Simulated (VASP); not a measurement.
Write the native input for VASP 6.6.1 that does the following.

| Quantity | Value |
| --- | --- |
| Task | single point |
| Functional | PBE |
| Potentials or basis | VASP PAW PBE potentials, release 64 (B, As) |
| Cutoff | 520 eV |
| k mesh | 10 × 10 × 10 |
| Occupations | gaussian, width 0.05 eV |
| Spin | no spin polarisation |
| Dipole correction | no |
| Further INCAR settings | ALGO = Normal; EDIFF = 1e-06; NBANDS = 11 |

The structure of BAs lies in POSCAR:

```
BAs
1.0
    0.0000000000      2.2120582687      2.2120582687
    2.2120582687      0.0000000000      2.2120582687
    2.2120582687      2.2120582687      0.0000000000
B As
1 1
Direct
    0.0000000000      0.0000000000      0.0000000000
    0.7500000000      0.7500000000      0.7500000000
```

This cell differs from its parent crystal: strain -0.080 along x and y, -0.080 along z.

The input as run:

INCAR

```
ALGO = Normal ; EDIFF = 1E-6
ENCUT = 520 ; GGA = PE
ISIF = 2 ; ISMEAR = 0
LASPH = T ; LCHARG = F
LREAL = F ; LWAVE = F
NBANDS = 11 ; NELM = 100
PREC = Accurate ; SIGMA = 0.05
```

KPOINTS

```
k-points
0
Gamma
  10 10 10
```

Potentials or basis: VASP PAW PBE potentials, release 64 (B, As).

Launch:

```console
$ cat potpaw_PBE.64/B/POTCAR potpaw_PBE.64/As/POTCAR > POTCAR
$ mpirun -np 1 vasp_std > vasp.out
```

It gave:

```
Pressure               : 56.5 GPa
Band gap on the k mesh : 0.92 eV, indirect (least direct gap 3.62 eV)
```

Caveat: the cell differs from its parent crystal (strain -0.080 along x and y, -0.080 along z).

Run time: 6.5 s on 1 thread of AMD EPYC 9R45 96-Core Processor (Zen 5), with other jobs on the host, peak memory 0.11 GiB.
